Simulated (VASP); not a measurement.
# LiGeN (P4mm) in VASP: single point with PBE

Aim: the single point of LiGeN with PBE.

Everything below comes from runs of VASP 6.6.1. Logs are shortened: lines on timing, memory, paths and dates and some standing lists are left out, and cuts for length are marked.

### Step 1. The cell of the first run

The structure is tetragonal, space group P4mm (No. 99). Conventional cell: a = 3.885 Å, b = 3.885 Å, c = 3.024 Å, α = 90.00°, β = 90.00°, γ = 90.00°. Li (site symmetry 4mm) has 8 N at 2.84 to 3.59 Å and 8 Ge at 2.88 to 3.50 Å and 2 Li at 3.02 Å within 3.7 Å. Within 1.9 Å of Ge (site symmetry 4mm) lie 2 N at 1.46 to 1.57 Å. Within 1.9 Å of N (site symmetry 4mm) lie 2 Ge at 1.46 to 1.57 Å.

The cell was built from a structure type or drawn by symmetry, and may not be a known phase.

### Step 2. Single point, PBE

Contents of INCAR:

```
PREC = Accurate
ENCUT = 520
EDIFF = 1E-6
ISMEAR = 0
SIGMA = 0.1
LREAL = False
LASPH = True
NELM = 60
ALGO = Normal
ISIF = 2
LWAVE = False
LCHARG = False
GGA = PE
NBANDS = 18
```

Contents of KPOINTS:

```
Automatic mesh
0
Gamma
  4 4 6
```

Contents of POSCAR:

```
LiGeN
1.0
    3.8846051400      0.0000000000      0.0000000000
    0.0000000000      3.8846051400      0.0000000000
    0.0000000000      0.0000000000      3.0241846000
Li Ge N
1 1 1
Direct
    0.5000000000      0.5000000000      0.2352650600
    0.0000000000      0.0000000000      0.5197065900
    0.0000000000      0.0000000000      0.0010954500
```

Potentials or basis: VASP PAW PBE potentials, release 64 (Li_sv, Ge_d, N).

Launch:

```sh
> cat potpaw_PBE.64/Li_sv/POTCAR potpaw_PBE.64/Ge_d/POTCAR potpaw_PBE.64/N/POTCAR > POTCAR
> mpirun -np 1 vasp_std > vasp.out
```

OUTCAR:

```text
PREC = Accurate
   ENCUT = 520
   EDIFF = 1E-6
   ISMEAR = 0
   LREAL = False
   LASPH = True
   NELM = 60
   ISIF = 2
   GGA = PE

 ion  position               nearest neighbor table
   1  0.500  0.500  0.235-
   2  0.000  0.000  0.520-   3 1.46   3 1.57
   3  0.000  0.000  0.001-   2 1.46   2 1.57

  LATTYP: Found a simple tetragonal cell.
 ALAT       =     3.8846051400
 C/A-ratio  =     0.7785050194

  Lattice vectors:

 A1 = (   3.8846051400,   0.0000000000,   0.0000000000)
 A2 = (   0.0000000000,   3.8846051400,   0.0000000000)
 A3 = (   0.0000000000,   0.0000000000,   3.0241846000)

Analysis of symmetry for initial positions (statically):
=====================================================================
 Subroutine PRICEL returns:
 Original cell was already a primitive cell.

 Routine SETGRP: Setting up the symmetry group for a
 simple tetragonal supercell.

 Subroutine GETGRP returns: Found  8 space group operations
 (whereof  8 operations were pure point group operations)
 out of a pool of 16 trial point group operations.

The static configuration has the point symmetry C_4v.

Analysis of symmetry for dynamics (positions and initial velocities):
=====================================================================
 Subroutine PRICEL returns:
 Original cell was already a primitive cell.

 Routine SETGRP: Setting up the symmetry group for a
 simple tetragonal supercell.

 Subroutine GETGRP returns: Found  8 space group operations
 (whereof  8 operations were pure point group operations)
 out of a pool of 16 trial point group operations.

The dynamic configuration has the point symmetry C_4v.

 Subroutine INISYM returns: Found  8 space group operations
 (whereof  8 operations are pure point group operations),
 and found     1 'primitive' translations

----------------------------------------------------------------------------------------

                                     Primitive cell

  volume of cell :      45.6354

  direct lattice vectors                    reciprocal lattice vectors
     3.884605140  0.000000000  0.000000000     0.257426421  0.000000000  0.000000000
     0.000000000  3.884605140  0.000000000     0.000000000  0.257426421  0.000000000
     0.000000000  0.000000000  3.024184600     0.000000000  0.000000000  0.330667645

  length of vectors
     3.884605140  3.884605140  3.024184600     0.257426421  0.257426421  0.330667645

  position of ions in fractional coordinates (direct lattice)
     0.500000000  0.500000000  0.235265060
[... 80 lines left out ...]
   LREAL  =      F    real-space projection
   EDIFFG = 0.1E-04   stopping-criterion for IOM
   NSW    =      0    number of steps for IOM
   IBRION =     -1    ionic relax: 0-MD 1-quasi-New 2-CG
   NFREE  =      0    steps in history (QN), initial steepest desc. (CG)
   ISIF   =      2    stress and relaxation
   ISYM   =      2    0-nonsym 1-usesym 2-fastsym
   POTIM  = 0.5000    time-step for ionic-motion
   TEBEG  =    0.0;   TEEND  =   0.0 temperature during run
   PSTRESS=    0.0 pullay stress
   NELECT =      22.0000    total number of electrons
   NUPDOWN=      -1.0000    fix difference up-down
   EMIN   =  10.00;   EMAX   =-10.00  energy-range for DOS
   EFERMI =   0.00;   METHOD = LEGACY
   ISMEAR =     0;   SIGMA  =   0.10  broadening in eV -4-tet -1-fermi 0-gaus
   EFERMI_NEDOS =   21; number of points for ismear=-14 and -15
   IALGO  =     38    algorithm
   IMIX   =      4    mixing-type and parameters
     AMIX     =   0.40;   BMIX     =  1.00
     AMIX_MAG =   1.60;   BMIX_MAG =  1.00
  volume/ion in A,a.u.               =      15.21       102.65
  Fermi-wavevector in a.u.,A,eV,Ry     =   1.283655  2.425757 22.419280  1.647771
  Thomas-Fermi vector in A             =   2.415895
   LORBIT       =      0    0 simple, 1 ext, 2 COOP (PROOUT), +10 PAW based schemes
   GGA     = PE    functional components
   LHFCALC =     F    Hartree Fock is set to
   AEXX    =    0.0000 exact exchange contribution
   IVDW    =     0    specifies the selected vdW correction
   LEPSILON=     F    determine dielectric tensor
   LRPA    =     F    only Hartree local field effects (RPA)
 non-spin polarized calculation
 Gauss-broadening in eV      SIGMA  =   0.10
  energy-cutoff  :      520.00
  volume of cell :       45.64
 maximum number of plane-waves:      1259
 NGX is ok and might be reduce to    30
   NGX = 15   NGY = 15   NGZ = 11

 number of electron      22.0000000 magnetization

 Free energy of the ion-electron system (eV)
  ---------------------------------------------------
  ext. energy  EPLUGINS =         0.00000000
  ---------------------------------------------------
  free energy    TOTEN  =        -9.45730799 eV

  energy without entropy =       -9.45655566  energy(sigma->0) =       -9.45693183

 E-fermi :   4.9170     XC(G=0):  -9.2917

 val. band max:        4.8318594396   @ k =   0.0000   0.0000   0.5000
 cond. band min:       5.0889674107   @ k =   0.5000   0.2500   0.1667
 fundamental gap:      0.2571079711
 Fermi energy:         4.9170202337

 k-point     1 :       0.0000    0.0000    0.0000
  band No.  band energies     occupation
      1     -42.8686      2.00000
      2     -22.6790      2.00000
      3     -21.2879      2.00000
      4     -21.2866      2.00000
      5     -21.2821      2.00000
      6     -21.2821      2.00000
[... 481 lines left out ...]
      5     -21.2876      2.00000
      6     -21.2729      2.00000
[... 10 lines left out ...]
     17      12.0285      0.00000
     18      17.9365      0.00000

------------------------ aborting loop because EDIFF is reached ----------------------------------------

  FORCE on cell =-STRESS in cart. coord.  units (eV):
  Direction    XX          YY          ZZ          XY          YZ          ZX
  --------------------------------------------------------------------------------------
  -------------------------------------------------------------------------------------
  Total       -0.9983558     -0.9983558     42.9711578      0.0000000      0.0000000     -0.0000000
  in kB      -35.0504703    -35.0504703   1508.6398654      0.0000000      0.0000000     -0.0000000
  external PRESSURE =     479.5129750 kB  Pullay stress =       0.0000000 kB

 VOLUME and BASIS-vectors are now :
 -----------------------------------------------------------------------------
  energy-cutoff  :      520.00
  volume of cell :       45.64
      direct lattice vectors                 reciprocal lattice vectors
     3.884605140  0.000000000  0.000000000     0.257426421  0.000000000  0.000000000
     0.000000000  3.884605140  0.000000000     0.000000000  0.257426421  0.000000000
     0.000000000  0.000000000  3.024184600     0.000000000  0.000000000  0.330667645

 POSITION                                       TOTAL-FORCE (eV/Angst)
 -----------------------------------------------------------------------------------
      1.94230      1.94230      0.71148         0.000000      0.000000     -0.768606
      0.00000      0.00000      1.57169         0.000000      0.000000     -8.909730
      0.00000      0.00000      0.00331        -0.000000     -0.000000      9.678336
 -----------------------------------------------------------------------------------
    total drift:                                0.000000      0.000000     -0.000902

  FREE ENERGIE OF THE ION-ELECTRON SYSTEM (eV)
  ---------------------------------------------------
  free  energy   TOTEN  =        -9.4573079921 eV

  energy  without entropy=       -9.4565556616  energy(sigma->0) =       -9.45693183
```

OSZICAR:

```text
N       E                     dE             d eps       ncg     rms          rms(c)
DAV:   1     0.158581619331E+03    0.15858E+03   -0.11256E+04   906   0.254E+03
DAV:   2     0.899163179054E+01   -0.14959E+03   -0.14395E+03   960   0.502E+02
DAV:   3    -0.111063203658E+02   -0.20098E+02   -0.19975E+02  1044   0.124E+02
DAV:   4    -0.130516773085E+02   -0.19454E+01   -0.19368E+01  1512   0.292E+01
DAV:   5    -0.130865418362E+02   -0.34865E-01   -0.34843E-01  1078   0.330E+00    0.124E+01
DAV:   6    -0.951096878551E+01    0.35756E+01   -0.20083E+01  1042   0.444E+01    0.487E+00
DAV:   7    -0.949882210350E+01    0.12147E-01   -0.10025E+00   916   0.676E+00    0.266E+00
DAV:   8    -0.946138416607E+01    0.37438E-01   -0.11021E-01  1190   0.322E+00    0.536E-01
DAV:   9    -0.945698192605E+01    0.44022E-02   -0.22604E-02  1246   0.159E+00    0.195E-01
DAV:  10    -0.945726347727E+01   -0.28155E-03   -0.23944E-03  1162   0.336E-01    0.609E-02
DAV:  11    -0.945731081313E+01   -0.47336E-04   -0.26380E-04  1030   0.136E-01    0.210E-02
DAV:  12    -0.945730852656E+01    0.22866E-05   -0.31936E-05  1262   0.911E-02    0.752E-03
DAV:  13    -0.945730799215E+01    0.53441E-06   -0.69193E-06  1030   0.182E-02
   1 F= -.94573080E+01 E0= -.94569318E+01  d E =-.752331E-03
```

stdout:

```text
POSCAR found type information on POSCAR LiGeN
 POSCAR found :  3 types and       3 ions
 scaLAPACK will be used
 LDA part: xc-table for (Slater+PW92), standard interpolation
 POSCAR, INCAR and KPOINTS ok, starting setup
 FFT: planning ... GRIDC
 FFT: planning ... GRID_SOFT
 FFT: planning ... GRID
 WAVECAR not read
 entering main loop
```

Wall time 12 s (1 thread of Intel Xeon 6975P-C (Granite Rapids), shared host); peak memory 0.16 GiB.

Results:

| Item | Value |
| --- | --- |
| Free energy | -9.4573 eV |
| Largest force | 9.678 eV/Å |
| Band gap on the k mesh | zero (bands 11 and 12 overlap by 2.51 eV) |

Forces in eV/Å, atoms in the order of the input:
```
Li   0.000  0.000 -0.769
Ge   0.000  0.000 -8.910
N    0.000  0.000  9.678
```

Levels at points of the mesh, in eV from the Fermi level:
```
           k point  band 9  band 10  band 11  band 12  band 13  band 14
(0.00, 0.00, 0.00)   -6.68    -6.68    -3.29     3.22     3.36     4.25
(0.50, 0.00, 0.00)   -8.03    -6.48    -1.77     0.80     3.81     4.12
(0.50, 0.50, 0.00)   -7.81    -7.81     0.27     0.44     1.92     1.92
(0.00, 0.00, 0.50)   -4.30    -4.30    -0.09     0.50     0.50     2.34
(0.50, 0.00, 0.50)   -5.11    -4.20    -2.77     1.20     2.42     3.86
(0.50, 0.50, 0.50)   -4.94    -4.94    -2.03    -2.03     1.42     5.57
```

Caveat: the k points lie up to 0.40 Å⁻¹ apart, too coarse for converged energies and pressures of a metal; the cutoff is under 1.25 times the usual one of these potentials, so pressure, stress and relaxed cells hold a basis-set (Pulay) error; forces of over 1 eV/Å act on the atoms, so gaps and moduli don't describe the material at rest.
